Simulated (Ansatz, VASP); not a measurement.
# Ni: VASP beside Ansatz

```
Ni
1.0
     2.40371    0.00000    0.00000
    -1.20185    2.08167    0.00000
     0.00000    0.00000    3.99908
Ni
2
Direct
  0.33333 0.66667 0.25000
  0.66667 0.33333 0.75000
```

Alike in both runs: task single point; functional PBEsol; k mesh 13 × 13 × 7; collinear spin.

|  | VASP | Ansatz |
| --- | --- | --- |
| version | VASP 6.6.1 | Ansatz 0.2.0 |
| potentials or method | VASP PAW PBE potentials, release 64 (Ni), cutoff 520 eV | plane waves, PAW |
| occupations | fermi-dirac, width 0.1 eV | fermi-dirac |
| valence electrons in the cell | 20 | 36 |

```tsv
	VASP	Ansatz	Ansatz less VASP
net moment per atom (μB)	0.60	0.61	+0.010
size of the moment on the site where the two differ most (μB)	0.60	0.64	+0.039
```

VASP's potentials were made for PBE, not for PBEsol. Site moments also hang on the region over which each program counts them. VASP's potentials hold 20 valence electrons a cell and Ansatz's 36, so a difference there can come from the potentials and not from the codes.
